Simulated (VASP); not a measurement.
A run of VASP 6.6.1 is set up as follows.

The input INCAR:

```
SYSTEM = V
  PREC = Accurate
  ENCUT = 520
  EDIFF = 1E-7
  ISMEAR = 0
  SIGMA = 0.1
  LREAL = .FALSE.
  LASPH = .TRUE.
  NELM = 150
  ALGO = Normal
  ISIF = 2
  LWAVE = .FALSE.
  LCHARG = .FALSE.
  ISPIN = 2
  MAGMOM = 3.18 3.18 3.18 3.18
  LORBIT = 11
  LMAXMIX = 4
  GGA = PE
  NBANDS = 38
```

Contents of KPOINTS:

```
regular mesh
0
G
  4 4 4
  0 0 0
```

File POSCAR:

```
V
1.0
    2.1796930140     -4.4220654798      0.0000000000
    2.1796930140      4.4220654798      0.0000000000
    0.0000000000      0.0000000000      2.8935463407
V
4
Direct
    0.6372647191      0.3627352809      0.5000123043
    0.8627352809      0.1372647191      1.0000123043
    0.3627352809      0.6372647191      0.4999876957
    0.1372647191      0.8627352809     -0.0000123043
```

Potentials or basis: VASP PAW PBE potentials, release 64 (V_sv).

Launch:

```sh
$ cat potpaw_PBE.64/V_sv/POTCAR > POTCAR
$ mpirun -np 1 vasp_std > vasp.out
```

Question: What does it give for the largest force?

Answer: 0.013 eV/Å.

Question: What does it give for the band gap on the k mesh?

Answer: Zero (filled and empty bands overlap).

Question: Predict the net moment.

Answer: 0.00 μB per cell.

Stress tensor (GPa, compression positive):
```
0.00 0.00 0.00
0.00 0.48 0.00
0.00 0.00 0.37
```

Caveat: the k points lie up to 0.54 Å⁻¹ apart.
